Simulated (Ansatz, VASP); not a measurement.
**One calculation of TiPd3, two programs**

```xyz
4
Lattice="3.7420 0.0000 0.0000 0.0000 3.7420 0.0000 0.0000 0.0000 3.7420" Properties=species:S:1:pos:R:3 pbc="T T T"
Ti    0.0000    0.0000    0.0000
Pd    0.0000    1.8710    1.8710
Pd    1.8710    0.0000    1.8710
Pd    1.8710    1.8710    0.0000
```

Change from the starting cell: volume scaled by 0.94.

Alike in both runs: task single point; functional LDA; k mesh 11 × 11 × 11; occupations fermi-dirac, width 0.05 eV; no spin polarisation.

|  | VASP | Ansatz |
| --- | --- | --- |
| version | VASP 6.6.1 | Ansatz 0.2.0 |
| potentials or method | VASP PAW LDA potentials, release 64 (Ti_sv, Pd), cutoff 520 eV | all-electron LAPW, scalar-relativistic |

|  | VASP | Ansatz | Ansatz less VASP |
| --- | --- | --- | --- |
| pressure (GPa) | 20.0 | 19.5 | -0.45 |

LDA's correlation is that of Perdew and Zunger in VASP and of Perdew and Wang (1992) in Ansatz. Ansatz ran all-electron here, and VASP with PAW potentials.
